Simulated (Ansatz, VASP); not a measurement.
## Pb in VASP and in Ansatz

The input INCAR:

```
PREC = Accurate ; ENCUT = 520
EDIFF = 1E-8 ; ISMEAR = -1
SIGMA = 0.05 ; LREAL = False
LASPH = True ; NELM = 100
ALGO = Normal ; ISIF = 2
LWAVE = False ; LCHARG = False
GGA = CA ; LEFG = True
NBANDS = 21
```

Contents of KPOINTS:

```
Automatic mesh
0
Gamma
  8 8 8
```

POSCAR

```
Pb
1.0
    0.0000000000      3.4842552460      3.4842552460
    3.4842552460      0.0000000000      3.4842552460
    3.4842552460      3.4842552460      0.0000000000
Pb
2
Direct
    0.0000000000      0.0000000000      0.0000000000
    0.2500000000      0.2500000000      0.2500000000
```

Input for Ansatz:

```yaml
crystal:
  lattice:
    - [0.0, 3.484255246, 3.484255246]
    - [3.484255246, 0.0, 3.484255246]
    - [3.484255246, 3.484255246, 0.0]
  atoms:
    - { symbol: Pb, position: [0.0, 0.0, 0.0] }
    - { symbol: Pb, position: [0.25, 0.25, 0.25] }
kpoints:
  mp_grid: { grid: [8, 8, 8] }
scf:
  occupations: { method: fermi_dirac, width: 0.05 }
hamiltonian:
  xc: lda
  pseudopotentials: { kind: all_electron, datasets: crystal }
output:
  forces: true
  stress: true
  eigenvalues: true
  efg: { contact_densities: true }
```

Change from the starting cell: volume scaled by 1.04, crystal datasets.

Alike in both runs: task electric field gradients; functional LDA; k mesh 8 × 8 × 8; occupations fermi-dirac, width 0.05 eV; no spin polarisation.

|  | VASP | Ansatz |
| --- | --- | --- |
| version | VASP 6.6.1 | Ansatz 0.2.0 |
| potentials or method | VASP PAW LDA potentials, release 64 (Pb_d), cutoff 520 eV | all-electron PAW with datasets made for the crystal, scalar-relativistic |

```tsv
	VASP	Ansatz	Ansatz less VASP
pressure (GPa)	-1.8	-1.8	-0.01
```

LDA's correlation is that of Perdew and Zunger in VASP and of Perdew and Wang (1992) in Ansatz. Ansatz ran all-electron here, and VASP with PAW potentials.

Neither program's run includes spin-orbit coupling.
